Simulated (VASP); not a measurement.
## CuMo: single point with PBE

CuMo:

```xyz
2
Lattice="2.6787 0.0000 0.0000 -1.3394 2.3198 0.0000 0.0000 0.0000 4.5508" Properties=species:S:1:pos:R:3 pbc="T T T"
Cu    1.3394    0.7733    2.2754
Mo    0.0000    0.0000    0.0000
```

The cell was generated, and may not be a known phase.

- Program: VASP 6.6.1
- Task: single point
- Functional: PBE
- Potentials or basis: VASP PAW PBE potentials, release 64 (Cu, Mo_sv)
- Cutoff: 520 eV
- k mesh: 6 × 6 × 6
- Occupations: gaussian, width 0.1 eV
- Spin: no spin polarisation

* Pressure: 0.4 GPa
* Band gap on the k mesh: zero (an odd number of electrons rules out a gap without spin polarisation)

Stress tensor (GPa, compression positive):
```
0.26 0.00 0.00
0.00 0.26 0.00
0.00 0.00 0.71
```

Levels at points of the mesh, in eV from the Fermi level:
| k point | band 11 | band 12 | band 13 | band 14 | band 15 | band 16 |
| --- | --- | --- | --- | --- | --- | --- |
| (0.00, 0.00, 0.00) | -2.69 | -0.90 | -0.90 | -0.36 | 2.41 | 2.41 |
| (0.50, 0.00, 0.00) | -2.10 | -1.84 | 1.11 | 1.57 | 4.65 | 5.84 |
| (0.00, 0.00, 0.50) | -2.77 | -2.62 | -0.73 | -0.73 | 2.37 | 2.37 |
| (0.50, 0.00, 0.50) | -1.93 | 0.68 | 0.94 | 1.00 | 2.93 | 4.66 |

It took 71 s on 1 thread of AMD EPYC 7R13, on a shared host, peak memory 0.15 GiB.

Caveat: the k points lie up to 0.45 Å⁻¹ apart, too coarse for converged energies and pressures of a metal.
